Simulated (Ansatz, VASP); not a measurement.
**As: VASP beside Ansatz**

The input INCAR:

```
SYSTEM = As
PREC = Accurate
ENCUT = 520
EDIFF = 1E-7
ISMEAR = -1
SIGMA = 0.1
LREAL = .False.
LASPH = .True.
NELM = 100
ALGO = Normal
ISIF = 2
LWAVE = .False.
LCHARG = .False.
GGA = RE
NBANDS = 18
```

The input KPOINTS:

```
regular mesh
0
Gamma
  14 14 4
  0 0 0
```

POSCAR

```
As
1.0
    2.9894665845      0.0000000000      0.0000000000
   -1.4947332922      2.5889540059      0.0000000000
    0.0000000000      0.0000000000     10.1176843270
As
4
Direct
    0.0000000000      0.0000000000      0.0000000000
    0.0000000000      0.0000000000      0.5000000000
    0.3333333333      0.6666666667      0.2500000000
    0.6666666667      0.3333333333      0.7500000000
```

Input for Ansatz:

```yaml
crystal:
  lattice:
    - [2.9894665845, 0.0, 0.0]
    - [-1.4947332922, 2.5889540059, 0.0]
    - [0.0, 0.0, 10.117684327]
  atoms:
    - { symbol: As, position: [0.0, 0.0, 0.0] }
    - { symbol: As, position: [0.0, 0.0, 0.5] }
    - { symbol: As, position: [0.3333333333, 0.6666666667, 0.25] }
    - { symbol: As, position: [0.6666666667, 0.3333333333, 0.75] }
hamiltonian:
  xc: revpbe
  pseudopotentials:
    kind: paw
    azcp:
      As: "pseudopotentials/As.paw.azcp"
basis:
  ecutwfc: 420
  fft_grid_basis: typed
kpoints:
  mp_grid: { grid: [14, 14, 4], shift: [0, 0, 0] }
magnetization:
  spin_polarized: false
scf:
  occupations: { method: fermi_dirac, width: 0.1 }
  lower_state_search: "off"
output:
  stress: true
```

Alike in both runs: task single point; functional revPBE; k mesh 14 × 14 × 4; occupations fermi-dirac, width 0.1 eV; no spin polarisation.

|  | VASP | Ansatz |
| --- | --- | --- |
| version | VASP 6.6.1 | Ansatz 0.2.0 |
| potentials or method | VASP PAW PBE potentials, release 64 (As), cutoff 520 eV | plane waves (420 eV) with PAW, scalar-relativistic |
| valence electrons in the cell | 20 | 60 |

```csv
,VASP,Ansatz,Ansatz less VASP
pressure (GPa),-0.1,-0.1,0.00
"traceless stress, the component that is largest in VASP (GPa)",0.52,0.52,+0.005
```

VASP's potentials were made for PBE, not for revPBE. VASP's potentials hold 20 valence electrons a cell and Ansatz's 60, so a difference there can come from the potentials and not from the codes.
